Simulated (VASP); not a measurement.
Here is a VASP 6.6.1 calculation.

File INCAR:

```
ALGO     = Normal         # electronic algorithm
DIPOL    = 0.5 0.5 0.309
EDIFF    = 1E-7           # SCF threshold, eV
ENCUT    = 520            # plane-wave cutoff, eV
GGA      = PE             # functional
IDIPOL   = 3            
ISIF     = 2              # what is computed and relaxed
ISMEAR   = 0              # smearing method
ISPIN    = 2              # spin polarisation
IVDW     = 12             # dispersion correction
KPAR     = 4            
LASPH    = True           # aspherical terms in the spheres
LCHARG   = False          # write CHGCAR
LDIPOL   = True         
LORBIT   = 11             # projections on sites
LREAL    = Auto         
LWAVE    = False          # write WAVECAR
MAGMOM   = 0 0 0 0 0 0 0 0 0 0 0 0 0 0 0 0 2 # initial moments
NBANDS   = 52             # bands
NELM     = 150            # most SCF steps
PREC     = Accurate       # precision mode
SIGMA    = 0.05           # smearing width, eV
```

The input KPOINTS:

```
k-points
0
Gamma
  6 6 1
```

POSCAR

```
SiC16
1.0
    4.9298676323      0.0000000000      0.0000000000
    0.0000000000      4.4224271195      0.0000000000
    0.0000000000      0.0000000000     22.6937497910
C Si
16 1
Direct
    0.2500000000      0.4155274488      0.1762599851
    0.7500000000      0.4155274488      0.1762599851
    0.0000000000      0.5195584910      0.2001803947
    0.5000000000      0.5195584910      0.2001803947
    0.0000000000      0.7272227621      0.2480852155
    0.5000000000      0.7272227621      0.2480852155
    0.2500000000      0.8312538043      0.2720056251
    0.7500000000      0.8312538043      0.2720056251
    0.2500000000      0.0442051686      0.3198734326
    0.7500000000      0.0442051686      0.3198734326
    0.0000000000      0.1500808487      0.3425973485
    0.5000000000      0.1500808487      0.3425973485
    0.0000000000      0.3779776253      0.3900566375
    0.5000000000      0.3779776253      0.3900566375
    0.2500000000      0.4764186278      0.4095290499
    0.7500000000      0.4764186278      0.4095290499
    0.3333333333      0.9764186278      0.5329110395
```

Potentials or basis: VASP PAW PBE potentials, release 64 (C, Si).

Command:

```bash
$ cat potpaw_PBE.64/C/POTCAR potpaw_PBE.64/Si/POTCAR > POTCAR
$ mpirun -np 4 vasp_std > vasp.out
```

**Question.** Estimate the dispersion energy per atom.

**Answer.** -0.124 eV.

**Question.** What does it give for the site moments?

**Answer.** C -0.03, -0.50, -0.01, -0.02, -0.00, +0.00, +0.01, -0.09, -0.08, +0.03, -0.47, -0.58 (each value once); Si +0.46 μB.

Forces on the atoms (eV/Å):
```
C   -0.001  0.376  0.582
C    0.000  1.683  2.047
C    0.385 -1.680 -2.025
C   -0.383 -1.679 -2.023
C   -0.327  0.691  0.867
C    0.326  0.692  0.867
C   -0.003 -0.078 -0.176
C    0.007  0.034 -0.031
C    0.004 -0.107 -0.174
C   -0.004 -0.069 -0.159
C   -0.117  0.344  0.265
C    0.129  0.374  0.244
C    0.018 -0.442 -0.476
C   -0.023 -0.569 -0.617
C    0.122  0.723  1.451
C   -0.053  0.001  0.226
Si  -0.080 -0.293 -0.868
```

Caveat: a moment this small can come from the mesh or the smearing.
